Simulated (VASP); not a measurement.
Here is a VASP 6.6.1 calculation.

INCAR

```
SYSTEM = BaTiO3
PREC     = Accurate       ! precision mode
ENCUT    = 520            ! plane-wave cutoff, eV
EDIFF    = 1E-6           ! SCF threshold, eV
ISMEAR   = 0              ! smearing method
SIGMA    = 0.05           ! smearing width, eV
LREAL    = Auto         
LASPH    = .TRUE.         ! aspherical terms in the spheres
NELM     = 150            ! most SCF steps
ALGO     = Normal         ! electronic algorithm
ISIF     = 2              ! what is computed and relaxed
LWAVE    = .FALSE.        ! write WAVECAR
LCHARG   = .FALSE.        ! write CHGCAR
LMAXMIX  = 4              ! l up to which the mixer works
LDAU     = .TRUE.         ! DFT+U
LDAUTYPE = 2            
LDAUL    = -1 2 -1        ! shell
LDAUU    = 0 4 0          ! U, eV
LDAUJ    = 0 0 0        
LDAUPRINT= 1            
GGA      = PE             ! functional
NBANDS   = 73             ! bands
```

KPOINTS

```
Automatic mesh
0
G
  7 7 3
  0 0 0
```

POSCAR

```
BaTiO3
1.0
    0.0000000000     -4.0288719406      0.0000000000
    0.0000000000      0.0000000000     -4.0288719406
   12.3366158219      0.0000000000      0.0000000000
Ba Ti O
3 3 9
Direct
    0.5000000000      0.5000000000      0.0816282647
    0.5000000000      0.5000000000      0.4082066391
    0.5000000000      0.5000000000      0.7347850135
    0.0000000000      1.0000000000      0.8980742007
    0.0000000000      1.0000000000      0.2449174519
    0.0000000000      1.0000000000      0.5714958263
    1.0000000000      0.0000000000      0.0816282647
    1.0000000000      0.0000000000      0.4082066391
    1.0000000000      0.0000000000      0.7347850135
    0.5000000000      0.0000000000      0.2449174519
    0.5000000000      0.0000000000      0.5714958263
    0.5000000000      0.0000000000      0.8980742007
    0.0000000000      0.5000000000      0.2449174519
    0.0000000000      0.5000000000      0.5714958263
    0.0000000000      0.5000000000      0.8980742007
```

Potentials or basis: VASP PAW PBE potentials, release 64 (Ba_sv, Ti_sv, O).

Launch:

```sh
$ cat potpaw_PBE.64/Ba_sv/POTCAR potpaw_PBE.64/Ti_sv/POTCAR potpaw_PBE.64/O/POTCAR > POTCAR
$ mpirun -np 1 vasp_std > vasp.out
```

(1) What does it give for the largest force?

(2) What does it give for the pressure?

(3) Estimate the band gap on the k mesh.

Answers

(1) 0.790 eV/Å.

(2) 0.9 GPa.

(3) 2.11 eV.

Caveat: the cell differs from its parent crystal (the distance across one plane changed); spin-orbit coupling is left out, which moves the levels of the heavy elements.
